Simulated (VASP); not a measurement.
KI, 2 atoms in the cell. The structure is cubic, space group Fm-3m (No. 225). Conventional cell: a = 7.187 Å, b = 7.187 Å, c = 7.187 Å, α = 90.00°, β = 90.00°, γ = 90.00°. Within 4.7 Å of K (site symmetry m-3m) lie 6 I at 3.59 Å. Within 4.7 Å of I (site symmetry m-3m) lie 6 K at 3.59 Å.  This cell differs from its parent crystal: volume scaled by 1.06.

| Item | Value |
| --- | --- |
| Program | VASP 6.6.1 |
| Task | single point |
| Functional | PBEsol |
| Potentials or basis | VASP PAW PBE potentials, release 64 (K_sv, I) |
| Cutoff | 520 eV |
| k mesh | 8 × 8 × 8 |
| Occupations | fermi-dirac, width 0.01 eV |
| Spin | no spin polarisation |
| Dipole correction | no |
| Further INCAR settings | ALGO = Normal; EDIFF = 1e-07; NBANDS = 15 |

Potentials or basis: VASP PAW PBE potentials, release 64 (K_sv, I).

Run with:

```console
$ cat potpaw_PBE.64/K_sv/POTCAR potpaw_PBE.64/I/POTCAR > POTCAR
$ mpirun -np 1 vasp_std > vasp.out
```

Hardware: 1 thread of Intel(R) Xeon(R) Platinum 8259CL CPU @ 2.50GHz (Skylake/Cascade Lake), with other jobs on the host.

Problem. How long does it take, and how much memory?

Solution. Wall time 42 s on 1 thread of Intel(R) Xeon(R) Platinum 8259CL CPU @ 2.50GHz (Skylake/Cascade Lake) (shared host), peak memory 0.25 GiB. Counts: scf iterations 15, k points 29.
